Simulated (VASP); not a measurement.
# Au (Im-3m) in VASP: single point with r2SCAN

Aim: the single point of Au with r2SCAN.

Program: VASP 6.6.1. These are calculated values, not measurements. Logs are shortened: lines on timing, memory, paths and dates and some standing lists are left out, and cuts for length are marked.

### Step 1. The cell of the first run

It takes space group Im-3m (No. 229, cubic). The conventional cell has a = 3.315 Å, b = 3.315 Å, c = 3.315 Å, α = 90.00°, β = 90.00°, γ = 90.00°. Within 3.8 Å of Au (site symmetry m-3m) lie 14 Au at 2.87 to 3.31 Å.

This isn't the form of Au at room conditions, which is fcc.

### Step 2. Single point, r2SCAN

The input, POSCAR:

```
Au
1.0
   -3.3145380000      3.3145380000     -3.3145380000
    3.3145380000     -3.3145380000     -3.3145380000
   -3.3145380000     -3.3145380000      3.3145380000
Au
8
Direct
    0.5000000000      0.5000000000      0.5000000000
    0.5000000000      0.5000000000      0.0000000000
    0.0000000000      0.5000000000      0.5000000000
    0.0000000000      0.5000000000      0.0000000000
    0.5000000000      0.0000000000      0.5000000000
    0.5000000000      0.0000000000      0.0000000000
    0.0000000000      0.0000000000      0.5000000000
    0.0000000000      0.0000000000      0.0000000000
```

The input, INCAR.step1:

```
PREC = Accurate ; ENCUT = 550
ISMEAR = 0 ; SIGMA = 0.15
LREAL = F ; LASPH = T
NELM = 120 ; NBANDS = 54
GGA = PE ; ALGO = Normal
EDIFF = 1E-5 ; LWAVE = T
LCHARG = F ; GGA_COMPAT = F
```

The input, INCAR.step2:

```
PREC = Accurate ; ENCUT = 550
EDIFF = 1E-6 ; ISMEAR = 0
SIGMA = 0.15 ; LREAL = F
LASPH = T ; NELM = 120
ALGO = Normal ; ISIF = 2
LWAVE = F ; LCHARG = F
METAGGA = R2SCAN ; LMIXTAU = T
NBANDS = 54 ; ISTART = 1
GGA_COMPAT = F
```

The input, KPOINTS:

```
Automatic mesh
0
Gamma
  10 10 10
```

Potentials or basis: VASP PAW PBE potentials, release 64 (Au).

On the command line:

```console
$ cat potpaw_PBE.64/Au/POTCAR > POTCAR
$ cp INCAR.step1 INCAR
$ mpirun -np 1 vasp_std > vasp.out
$ cp INCAR.step2 INCAR
$ mpirun -np 1 vasp_std > vasp.out
```

OUTCAR:

```text
PREC = Accurate
   ENCUT = 550
   EDIFF = 1E-6
   ISMEAR = 0
   LREAL = F
   LASPH = T
   NELM = 120
   ISIF = 2
   METAGGA = R2SCAN
   ISTART = 1

 ion  position               nearest neighbor table
   1  0.500  0.500  0.500-   2 2.87   3 2.87   5 2.87   8 2.87   2 2.87   5 2.87   3 2.87   8 2.87
                             7 3.31   6 3.31   4 3.31   4 3.31   7 3.31   6 3.31
   2  0.500  0.500  0.000-   1 2.87   4 2.87   6 2.87   7 2.87   1 2.87   6 2.87   4 2.87   7 2.87
                             5 3.31   5 3.31   8 3.31   3 3.31   8 3.31   3 3.31
   3  0.000  0.500  0.500-   1 2.87   4 2.87   6 2.87   7 2.87   4 2.87   7 2.87   1 2.87   6 2.87
                             5 3.31   8 3.31   8 3.31   2 3.31   5 3.31   2 3.31
   4  0.000  0.500  0.000-   2 2.87   3 2.87   5 2.87   8 2.87   3 2.87   8 2.87   2 2.87   5 2.87
                             7 3.31   7 3.31   1 3.31   1 3.31   6 3.31   6 3.31
   5  0.500  0.000  0.500-   1 2.87   4 2.87   6 2.87   7 2.87   6 2.87   1 2.87   7 2.87   4 2.87
                             2 3.31   2 3.31   8 3.31   8 3.31   3 3.31   3 3.31
   6  0.500  0.000  0.000-   2 2.87   3 2.87   5 2.87   8 2.87   5 2.87   2 2.87   8 2.87   3 2.87
                             7 3.31   1 3.31   4 3.31   7 3.31   4 3.31   1 3.31
   7  0.000  0.000  0.500-   2 2.87   3 2.87   5 2.87   8 2.87   8 2.87   3 2.87   5 2.87   2 2.87
                             6 3.31   4 3.31   4 3.31   6 3.31   1 3.31   1 3.31
   8  0.000  0.000  0.000-   1 2.87   4 2.87   6 2.87   7 2.87   7 2.87   4 2.87   6 2.87   1 2.87
                             3 3.31   3 3.31   2 3.31   5 3.31   2 3.31   5 3.31

  LATTYP: Found a body centered cubic cell.
 ALAT       =     6.6290760000

  Lattice vectors:

 A1 = (  -3.3145380000,   3.3145380000,  -3.3145380000)
 A2 = (   3.3145380000,  -3.3145380000,  -3.3145380000)
 A3 = (  -3.3145380000,  -3.3145380000,   3.3145380000)

Analysis of symmetry for initial positions (statically):
=====================================================================
 Subroutine PRICEL returns following result:

  LATTYP: Found a body centered cubic cell.
 ALAT       =     3.3145380000

  Lattice vectors:

 A1 = (  -1.6572690000,   1.6572690000,  -1.6572690000)
 A2 = (   1.6572690000,  -1.6572690000,  -1.6572690000)
 A3 = (  -1.6572690000,  -1.6572690000,   1.6572690000)

   8 primitive cells build up your supercell.

 Routine SETGRP: Setting up the symmetry group for a
 body centered cubic supercell.

 Subroutine GETGRP returns: Found 48 space group operations
 (whereof 48 operations were pure point group operations)
 out of a pool of 48 trial point group operations.

The static configuration has the point symmetry O_h .

Analysis of symmetry for dynamics (positions and initial velocities):
=====================================================================
 Subroutine PRICEL returns following result:

  LATTYP: Found a body centered cubic cell.
 ALAT       =     3.3145380000

  Lattice vectors:

 A1 = (  -1.6572690000,   1.6572690000,  -1.6572690000)
 A2 = (   1.6572690000,  -1.6572690000,  -1.6572690000)
 A3 = (  -1.6572690000,  -1.6572690000,   1.6572690000)

   8 primitive cells build up your supercell.

 Routine SETGRP: Setting up the symmetry group for a
 body centered cubic supercell.

 Subroutine GETGRP returns: Found 48 space group operations
 (whereof 48 operations were pure point group operations)
 out of a pool of 48 trial point group operations.

The dynamic configuration has the point symmetry O_h .

 Subroutine INISYM returns: Found 48 space group operations
 (whereof 48 operations are pure point group operations),
 and found     8 'primitive' translations

----------------------------------------------------------------------------------------

                                     Primitive cell

  volume of cell :      18.2070

  direct lattice vectors                    reciprocal lattice vectors
    -1.657269000  1.657269000 -1.657269000    -0.301701172  0.000000000 -0.301701172
     1.657269000 -1.657269000 -1.657269000     0.000000000 -0.301701172 -0.301701172
    -1.657269000 -1.657269000  1.657269000    -0.301701172 -0.301701172  0.000000000

  length of vectors
     2.870474110  2.870474110  2.870474110     0.426669890  0.426669890  0.426669890

  position of ions in fractional coordinates (direct lattice)
     1.000000000  1.000000000  1.000000000

  ion indices of the primitive-cell ions
   primitive index   ion index
                 1           1

----------------------------------------------------------------------------------------

 KPOINTS: Automatic mesh

Automatic generation of k-mesh.
 Grid dimensions read from file:
 generate k-points for:   10   10   10

 Generating k-lattice:

  Cartesian coordinates                     Fractional coordinates (reciprocal lattice)
    -0.015085059  0.000000000 -0.015085059     0.100000000  0.000000000  0.000000000
     0.000000000 -0.015085059 -0.015085059     0.000000000  0.100000000  0.000000000
    -0.015085059 -0.015085059  0.000000000     0.000000000  0.000000000  0.100000000

  Length of vectors
     0.021333494  0.021333494  0.021333494

  Shift w.r.t. Gamma in fractional coordinates (k-lattice)
     0.000000000  0.000000000  0.000000000

 Subroutine IBZKPT returns following result:
 ===========================================

 Found     47 irreducible k-points:

 Following reciprocal coordinates:
            Coordinates               Weight
  0.000000  0.000000  0.000000      1.000000
  0.100000  0.000000  0.000000     12.000000
  0.200000  0.000000  0.000000     12.000000
  0.300000  0.000000  0.000000     12.000000
  0.400000  0.000000  0.000000     12.000000
  0.500000  0.000000  0.000000      6.000000
[... 16 lines left out ...]
  0.300000  0.300000  0.100000      8.000000
 -0.300000  0.300000  0.100000     24.000000
 [... further k-points ...]
   k-points           NKPTS =     47   k-points in BZ     NKDIM =     47   number of bands    NBANDS=     54
   number of dos      NEDOS =    301   number of ions     NIONS =      8
   total plane-waves  NPLWV = 110592
   dimension x,y,z NGX =    48 NGY =   48 NGZ =   48
   dimension x,y,z NGXF=    96 NGYF=   96 NGZF=   96
   ions per type =               8
   NGX,Y,Z   is equivalent  to a cutoff of  13.90, 13.90, 13.90 a.u.
   NGXF,Y,Z  is equivalent  to a cutoff of  27.80, 27.80, 27.80 a.u.
 SYSTEM =  unknown system
   PREC   = accura    normal or accurate (medium, high low for compatibility)
   ISTART =      1    job   : 0-new  1-cont  2-samecut
   ICHARG =      0    charge: 1-file 2-atom 10-const
   ISPIN  =      1    spin polarized calculation?
   LNONCOLLINEAR =      F non collinear calculations
   LSORBIT =      F    spin-orbit coupling
   LASPH  =      T    aspherical Exc in radial PAW
   ENCUT  =  550.0 eV  40.42 Ry    6.36 a.u.  10.98 10.98 10.98*2*pi/ulx,y,z
   NELM   =    120;   NELMIN=  2; NELMDL=  0     # of ELM steps
   EDIFF  = 0.1E-05   stopping-criterion for ELM
   LREAL  =      F    real-space projection
   EDIFFG = 0.1E-04   stopping-criterion for IOM
   NSW    =      0    number of steps for IOM
   IBRION =     -1    ionic relax: 0-MD 1-quasi-New 2-CG
   NFREE  =      0    steps in history (QN), initial steepest desc. (CG)
   ISIF   =      2    stress and relaxation
   ISYM   =      2    0-nonsym 1-usesym 2-fastsym
   POTIM  = 0.5000    time-step for ionic-motion
   TEBEG  =    0.0;   TEEND  =   0.0 temperature during run
   PSTRESS=    0.0 pullay stress
   NELECT =      88.0000    total number of electrons
   NUPDOWN=      -1.0000    fix difference up-down
   EMIN   =  10.00;   EMAX   =-10.00  energy-range for DOS
   EFERMI =   0.00;   METHOD = LEGACY
   ISMEAR =     0;   SIGMA  =   0.15  broadening in eV -4-tet -1-fermi 0-gaus
   EFERMI_NEDOS =   21; number of points for ismear=-14 and -15
   IALGO  =     38    algorithm
   IMIX   =      4    mixing-type and parameters
     AMIX     =   0.40;   BMIX     =  1.00
     AMIX_MAG =   1.60;   BMIX_MAG =  1.00
  volume/ion in A,a.u.               =      18.21       122.87
  Fermi-wavevector in a.u.,A,eV,Ry     =   1.383968  2.615320 26.060157  1.915367
  Thomas-Fermi vector in A             =   2.508516
   LORBIT       =      0    0 simple, 1 ext, 2 COOP (PROOUT), +10 PAW based schemes
   METAGGA = R2SCAN    functional components
   LHFCALC =     F    Hartree Fock is set to
   AEXX    =    0.0000 exact exchange contribution
   IVDW    =     0    specifies the selected vdW correction
   LEPSILON=     F    determine dielectric tensor
   LRPA    =     F    only Hartree local field effects (RPA)
 non-spin polarized calculation
 Gauss-broadening in eV      SIGMA  =   0.15
  energy-cutoff  :      550.00
  volume of cell :      145.66
 maximum number of plane-waves:      4296
 NGX is ok and might be reduce to    48
   NGX = 21   NGY = 21   NGZ = 21

 number of electron      87.9999985 magnetization

 Free energy of the ion-electron system (eV)
  ---------------------------------------------------
  ext. energy  EPLUGINS =         0.00000000
  ---------------------------------------------------
  free energy    TOTEN  =      -404.54091417 eV

  energy without entropy =     -404.51480421  energy(sigma->0) =     -404.52785919

 E-fermi :   8.3522     XC(G=0): -13.1588

 val. band max:        8.3249854784   @ k =  -0.2000   0.2000   0.1000
 cond. band min:       8.4078655797   @ k =   0.1000   0.0000   0.0000
 fundamental gap:      0.0828801013
 Fermi energy:         8.3522239607

 k-point     1 :       0.0000    0.0000    0.0000
  band No.  band energies     occupation
      1      -1.0991      2.00000
      2       1.3466      2.00000
      3       1.3466      2.00000
      4       1.3466      2.00000
      5       1.3466      2.00000
      6       1.3466      2.00000
[... 46 lines left out ...]
     53      11.5795      0.00000
     54      14.8548      0.00000

 k-point     2 :       0.1000    0.0000    0.0000
  band No.  band energies     occupation
      1      -1.0086      2.00000
      2       1.3572      2.00000
      3       1.4015      2.00000
      4       1.4015      2.00000
      5       1.4015      2.00000
      6       1.4015      2.00000
[... 46 lines left out ...]
     53      12.4220      0.00000
     54      14.3123      0.00000
[... 1195 lines left out ...]
     53      13.8272      0.00000
     54      15.5530      0.00000

 k-point    24 :      -0.3000    0.3000    0.1000
  band No.  band energies     occupation
      1      -0.2328      2.00000
      2       1.4175      2.00000
      3       1.7660      2.00000
      4       1.7660      2.00000
      5       1.9057      2.00000
      6       1.9106      2.00000
[... 46 lines left out ...]
     53      14.3892      0.00000
     54      14.9498      0.00000

 [... further k-points ...]
[... 5 lines left out ...]
  --------------------------------------------------------------------------------------
  -------------------------------------------------------------------------------------
  Total       -4.1034517     -4.1034517     -4.1034517      0.0000000     -0.0000000      0.0000000
  in kB      -45.1368152    -45.1368152    -45.1368152      0.0000000     -0.0000000      0.0000000
  external PRESSURE =     -45.1368152 kB  Pullay stress =       0.0000000 kB

 VOLUME and BASIS-vectors are now :
 -----------------------------------------------------------------------------
  energy-cutoff  :      550.00
  volume of cell :      145.66
      direct lattice vectors                 reciprocal lattice vectors
    -3.314538000  3.314538000 -3.314538000    -0.150850586  0.000000000 -0.150850586
     3.314538000 -3.314538000 -3.314538000     0.000000000 -0.150850586 -0.150850586
    -3.314538000 -3.314538000  3.314538000    -0.150850586 -0.150850586  0.000000000

 POSITION                                       TOTAL-FORCE (eV/Angst)
 -----------------------------------------------------------------------------------
     -1.65727     -1.65727     -1.65727         0.000000     -0.000000      0.000000
      0.00000      0.00000     -3.31454        -0.000000      0.000000     -0.000000
      0.00000     -3.31454      0.00000         0.000000     -0.000000     -0.000000
      1.65727     -1.65727     -1.65727        -0.000000      0.000000      0.000000
     -3.31454      0.00000      0.00000         0.000000     -0.000000      0.000000
     -1.65727      1.65727     -1.65727        -0.000000      0.000000      0.000000
     -1.65727     -1.65727      1.65727         0.000000     -0.000000      0.000000
      0.00000      0.00000      0.00000        -0.000000      0.000000      0.000000
 -----------------------------------------------------------------------------------
    total drift:                               -0.000000     -0.000000      0.000000

  FREE ENERGIE OF THE ION-ELECTRON SYSTEM (eV)
  ---------------------------------------------------
  free  energy   TOTEN  =      -404.5409141688 eV

  energy  without entropy=     -404.5148042126  energy(sigma->0) =     -404.52785919
```

Run time: 12 min. Hardware: 1 thread of Intel Xeon 6975P-C (Granite Rapids), shared host; peak memory 0.51 GiB.

What came out:

```
Free energy            : -404.5409 eV
Pressure               : -4.5 GPa
Band gap on the k mesh : zero (bands 44 and 45 overlap by 2.46 eV)
```

Caveat: the cell stands under tension; the PAW data sets were made with another functional, which shifts forces and pressure a little; spin-orbit coupling is left out, which moves the levels of the heavy elements.

The gap in the log of VASP goes by the Fermi energy; the results here count the filled bands.